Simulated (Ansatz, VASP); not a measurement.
## ZnO: VASP beside Ansatz

```
Zn O
1.0
     2.97686    0.00000    0.00000
    -1.48843    2.57804    0.00000
     0.00000    0.00000    5.12563
Zn O
2 2
Direct
  0.00000 0.00000 0.00000
  0.00000 0.00000 0.50000
  0.33333 0.66667 0.25000
  0.66667 0.33333 0.75000
```

Alike in both runs: task single point; functional r2SCAN; k mesh 12 × 12 × 6; no spin polarisation.

|  | VASP | Ansatz |
| --- | --- | --- |
| version | VASP 6.6.1 | Ansatz 0.2.0 |
| potentials or method | VASP PAW PBE potentials, release 64 (Zn, O_h) | plane waves, PAW |
| plane-wave cutoff (eV) | 910 | 500 |
| occupations | gaussian, width 0.01 eV | fixed |
| valence electrons in the cell | 36 | 36 |

|  | VASP | Ansatz | Ansatz less VASP |
| --- | --- | --- | --- |
| gap on the k mesh at the Fermi level (eV) | 1.34 | 1.36 | +0.014 |

VASP's potentials were made for PBE, not for r2SCAN.

Noted on VASP's run: the cutoff is short for stress, so the pressure is rough.
